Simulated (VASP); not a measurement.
Runs of VASP 6.6.1 on WS2. The structure is that of space group R3m (No. 160), or close to it. The cells are those of the table. 

```tsv
task	cell	gap on the mesh (eV)	pressure (GPa)	largest force (eV/Å)
single point	a = 6.296 Å, angles 28.4°, 3 atoms	(a)	8.3	1.29
electric field gradients	a = 6.412 Å, angles 27.6°, 3 atoms	1.07	7.8	0.85
electric field gradients	a = 6.422 Å, angles 28.2°, 3 atoms	1.02	0.0	0.62
single point	a = 6.384 Å, angles 28.4°, 3 atoms	0.99	0.2	0.62
single point	a = 6.449 Å, angles 28.4°, 3 atoms	(b)	-4.9	0.68
electric field gradients	a = 6.417 Å, angles 27.9°, 3 atoms	(c)	3.7	0.65
electric field gradients	a = 6.443 Å, angles 29.2°, 3 atoms	0.92	-11.4	1.08
electric field gradients	a = 6.384 Å, angles 28.4°, 3 atoms	0.99	0.2	0.62
```

Alike in all rows: level LDA; potentials or basis VASP PAW LDA potentials, release 64 (W_sv, S); no spin polarisation; k mesh 13 × 13 × 13; cutoff (eV) 520; smearing fermi-dirac 0.08 eV.

**Question.** Estimate the missing entries.

**Answer.** (a) 0.95; (b) 1.01; (c) 1.04.

Caveats: spin-orbit coupling is left out, which moves the levels of the heavy elements; forces of over 1 eV/Å act on the atoms, so gaps and moduli don't describe the material at rest (some runs).

A k mesh can miss the band edges, and the runs leave out spin-orbit coupling on W.
